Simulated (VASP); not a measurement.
Crystal: CsBr.

```
Cs Br
1.0
     4.31960    0.00000    0.00000
     0.00000    4.31960    0.00000
     0.00000    0.00000    4.31960
Cs Br
1 1
Cartesian
  0.0000 0.0000 0.0000
  2.1598 2.1598 2.1598
```

Base run:

* Program: VASP 6.6.1
* Functional: PBE
* Potentials or basis: VASP PAW PBE potentials, release 64 (Cs_sv, Br)
* Cutoff: 500 eV
* k mesh: 4 × 4 × 4
* Occupations: gaussian, width 0.01 eV
* Spin: no spin polarisation

Its results: band gap on the k mesh 4.42 eV, indirect (least direct gap 4.43 eV); pressure 0.7 GPa.

Q: The run is repeated on the same cell with these changes: functional from PBE to r2SCAN; cutoff from 500 eV to 550 eV. What comes out?

A: Band gap on the k mesh 5.18 eV, indirect (the least direct gap lies 5.0 meV higher); pressure 0.1 GPa.

r2SCAN gives the wider gap, since meta-GGAs in the generalised Kohn-Sham scheme recover part of the derivative discontinuity.

Caveats: spin-orbit coupling is left out, which moves the levels of the heavy elements; the PAW data sets were made with another functional, which shifts forces and pressure a little (some runs).

